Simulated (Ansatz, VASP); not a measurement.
**One calculation of Al2Cl2F, two programs**

```
Al Cl F
1.0
    -2.19182    2.81972    4.33254
     2.19182   -2.81972    4.33254
     2.19182    2.81972   -4.33254
Al Cl F
2 2 1
Direct
  0.26695 0.50000 0.76695
  0.73305 0.50000 0.23305
  0.70276 0.20276 0.50000
  0.29724 0.79724 0.50000
  0.00000 0.00000 0.00000
```

Change from the starting cell: species swapped into the Ho2AlNi2 type (Immm, No. 71).

Alike in both runs: task relaxation of cell and atoms; functional PBE; k mesh 6 × 6 × 6; occupations gaussian, width 0.1 eV; no spin polarisation.

```csv
,VASP,Ansatz
version,VASP 6.6.1,Ansatz 0.2.0
potentials or method,"VASP PAW PBE potentials, release 64 (Al, Cl, F), cutoff 600 eV","scalar-relativistic, plane waves, PAW"
valence electrons in the cell,27,27
```

```tsv
	VASP	Ansatz	Ansatz less VASP
gap on the k mesh at the Fermi level, each at its own relaxed structure (eV)	none	none	-
relaxed volume (Å³/atom)	18.52	18.72	+0.195
relaxed length of the cell vector where the two differ most in proportion (Å)	5.456	5.491	+0.0353
```

A gap of «none» marks a metal or a gap that the smearing closes.
